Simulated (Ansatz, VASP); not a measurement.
## Zr: VASP beside Ansatz

```
CELL_PARAMETERS angstrom
0.00000 2.29923 2.29923
2.29923 0.00000 2.29923
2.29923 2.29923 0.00000
ATOMIC_POSITIONS crystal
Zr 0.00000 0.00000 0.00000
```

Alike in both runs: task single point; functional revPBE; dispersion D4; k mesh 10 × 10 × 10; occupations methfessel-paxton of order 1, width 0.1 eV; non-collinear spin, spin-orbit coupling.

|  | VASP | Ansatz |
| --- | --- | --- |
| version | VASP 6.6.1 | Ansatz 0.2.0 |
| potentials or method | VASP PAW PBE potentials, release 64 (Zr_sv) | Ansatz PAW |
| plane-wave cutoff (eV) | 520 | 420 |
| valence electrons in the cell | 12 | 12 |

```tsv
	VASP	Ansatz	Ansatz less VASP
pressure (GPa)	-4.0	-4.0	+0.04
```

VASP's potentials were made for PBE, not for revPBE.
